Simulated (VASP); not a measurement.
Input of a VASP 6.6.1 run:

The input INCAR:

```
SYSTEM = MgI2
PREC     = Accurate       ! precision mode
ENCUT    = 520            ! plane-wave cutoff, eV
EDIFF    = 1E-6           ! SCF threshold, eV
ISMEAR   = -1             ! smearing method
SIGMA    = 0.02           ! smearing width, eV
LREAL    = .FALSE.        ! projectors in reciprocal space
LASPH    = .TRUE.         ! aspherical terms in the spheres
NELM     = 100            ! most SCF steps
ALGO     = Normal         ! electronic algorithm
ISIF     = 2              ! what is computed and relaxed
LWAVE    = .FALSE.        ! write WAVECAR
LCHARG   = .FALSE.        ! write CHGCAR
GGA      = PE             ! functional
NBANDS   = 15             ! bands
```

Contents of KPOINTS:

```
regular mesh
0
G
  12 12 4
  0 0 0
```

The input POSCAR:

```
MgI2
1.0
    4.1566377955      0.0985123157      0.0000000000
   -1.9930047297      3.5504977673      0.0000000000
    0.0000000000      0.0000000000      6.8756120274
Mg I
1 2
Direct
    0.0000000000      0.0000000000      0.0000000000
    0.3336947613      0.6662607773      0.2427477451
    0.6663052387      0.3337392227      0.7572522549
```

Potentials or basis: VASP PAW PBE potentials, release 64 (Mg, I).

Launch:

```sh
$ cat potpaw_PBE.64/Mg/POTCAR potpaw_PBE.64/I/POTCAR > POTCAR
$ mpirun -np 1 vasp_std > vasp.out
```

(1) What does it give for the band gap on the k mesh?

(2) Predict the pressure.

(3) Predict the largest force.

Results:

(1) 3.33 eV (least direct gap 3.62 eV).

(2) 1.1 GPa.

(3) 0.006 eV/Å.

Caveat: the cell differs from its parent crystal (shear xy strain +4.7%); spin-orbit coupling is left out, which moves the levels of the heavy elements.
